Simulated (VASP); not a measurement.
Here is a VASP 6.6.1 calculation.

File INCAR:

```
  PREC = Accurate
  ENCUT = 520
  EDIFF = 1E-7
  ISMEAR = 0
  SIGMA = 0.05
  LREAL = False
  LASPH = True
  NELM = 80
  ALGO = Normal
  ISIF = 2
  LWAVE = False
  LCHARG = True
  GGA = PE
  LELF = True
  LVHAR = True
  NBANDS = 44
```

Contents of KPOINTS:

```
Automatic mesh
0
Gamma
  4 4 4
```

Contents of POSCAR:

```
CO2
1.0
    6.0577362522      0.0000000000     -0.2271651095
    0.0000000000      6.0577362522      0.0000000000
   -0.2271651095      0.0000000000      5.8760041646
C O
4 8
Direct
    0.0000000000      0.0000000000      0.0000000000
    0.5000000000      0.0000000000      0.5000000000
    0.5000000000      0.5000000000      0.0000000000
    0.0000000000      0.5000000000      0.5000000000
    0.1114834447      0.1114834447      0.1114834447
    0.3885165553      0.8885165553      0.6114834447
    0.6114834447      0.3885165553      0.8885165553
    0.8885165553      0.6114834447      0.3885165553
    0.8885165553      0.8885165553      0.8885165553
    0.6114834447      0.1114834447      0.3885165553
    0.3885165553      0.6114834447      0.1114834447
    0.1114834447      0.3885165553      0.6114834447
```

Potentials or basis: VASP PAW PBE potentials, release 64 (C, O).

Launch:

```console
$ cat potpaw_PBE.64/C/POTCAR potpaw_PBE.64/O/POTCAR > POTCAR
$ mpirun -np 1 vasp_std > vasp.out
```

(1) Predict the pressure.

(2) What does it give for the band gap on the k mesh?

Results:

(1) 4.8 GPa.

(2) 6.67 eV.

Caveat: the cell differs from its parent crystal (engineering shear strain xz -0.0750, normal strain along z -0.0300); the cell stands under pressure; this functional lacks dispersion, which holds the molecules together, so the pressure and a relaxed volume are unreliable; forces of over 1 eV/Å act on the atoms, so gaps and moduli don't describe the material at rest.
